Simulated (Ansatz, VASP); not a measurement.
# CdSe: VASP and Ansatz over several settings

```
Cd Se
1.0
     0.00000    3.07027    3.07027
     3.07027    0.00000    3.07027
     3.07027    3.07027    0.00000
Cd Se
1 1
Direct
  0.00000 0.00000 0.00000
  0.25000 0.25000 0.25000
```

Single points on this cell with VASP 6.6.1 and Ansatz 0.2.0. Each row is one pair of runs.

| level | spin | k mesh | smearing | VASP's potentials, cutoff | Ansatz's potentials, cutoff | gap on the k mesh at the Fermi level (eV), VASP | gap on the k mesh at the Fermi level (eV), Ansatz | least direct gap on the mesh (eV), VASP | least direct gap on the mesh (eV), Ansatz | pressure (GPa), VASP | pressure (GPa), Ansatz |
| --- | --- | --- | --- | --- | --- | --- | --- | --- | --- | --- | --- |
| r2SCANh | off | 4 × 4 × 4 | fermi-dirac, width 0.05 eV | VASP PAW PBE potentials, release 64 (Cd, Se), 520 eV | Ansatz PAW, 500 eV | 1.58 | 1.57 | 1.58 | 1.57 | -0.1 | -0.3 |
| PBE0 | non-collinear, zero start, SOC | 4 × 4 × 4 | fermi-dirac, width 0.05 eV | VASP PAW PBE potentials, release 64 (Cd, Se), 400 eV | Ansatz PAW, 420 eV | - | - | - | - | ? | 0.1 |
| PBE | off | 8 × 8 × 8 | gaussian, width 0.026 eV | VASP PAW PBE potentials, release 64 (Cd, Se), 520 eV | Ansatz PAW, 420 eV | 0.55 | 0.55 | 0.55 | 0.55 | 1.6 | 1.3 |
| PBE | off | 8 × 8 × 8 | gaussian, width 0.027 eV | VASP PAW PBE potentials, release 64 (Cd, Se), 520 eV | Ansatz PAW, 420 eV | 0.55 | 0.55 | 0.55 | 0.55 | 1.6 | 1.3 |
| PBE | off | 8 × 8 × 8 | gaussian, width 0.028 eV | VASP PAW PBE potentials, release 64 (Cd, Se), 520 eV | Ansatz PAW, 420 eV | 0.55 | 0.55 | 0.55 | 0.55 | 1.6 | 1.3 |

Fill in what VASP gave in row 2.

pressure (GPa): -0.2.

VASP's potentials hold 18 valence electrons a cell and Ansatz's 36, so a difference there can come from the potentials and not from the codes.

The k mesh is coarse in some rows, so the values compare programs but aren't converged.
